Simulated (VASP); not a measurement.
Write the native input for VASP 6.6.1 that does the following.

```yaml
Task: single point
Functional: PBE
Potentials_or_basis: VASP PAW PBE potentials, release 64 (Pd)
Cutoff: 500 eV
k_mesh: 11 × 11 × 11
Occupations: fermi-dirac, width 0.05 eV
Spin: no spin polarisation
Dipole_correction: no
Further_INCAR_settings: ALGO = Normal; EDIFF = 1e-06; NBANDS = 11
```

The structure of Pd lies in POSCAR:

```
Pd
1.0
    0.0000000000      1.9465000000      1.9465000000
    1.9465000000      0.0000000000      1.9465000000
    1.9465000000      1.9465000000      0.0000000000
Pd
1
Direct
    0.0000000000      0.0000000000      0.0000000000
```

One way to write it, as run:

INCAR

```
ALGO = Normal ; EDIFF = 1E-6
ENCUT = 500 ; GGA = PE
GGA_COMPAT = F ; ISIF = 2
ISMEAR = -1 ; LASPH = T
LCHARG = F ; LREAL = F
LWAVE = F ; NBANDS = 11
NELM = 120 ; PREC = Accurate
SIGMA = 0.05
```

KPOINTS

```
k-points
0
Gamma
  11 11 11
```

Potentials or basis: VASP PAW PBE potentials, release 64 (Pd).

The run is started by

```sh
$ cat potpaw_PBE.64/Pd/POTCAR > POTCAR
$ mpirun -np 1 vasp_std > vasp.out
```

Results of the run:

```
Pressure               : 7.3 GPa
Band gap on the k mesh : zero (band 5 reaches 10.02 eV, above the bottom of band 6 at 8.52 eV)
```

It used 8.1 s of CPU time on 1 thread of AMD EPYC 7R13 Processor (Zen 3) (shared host).
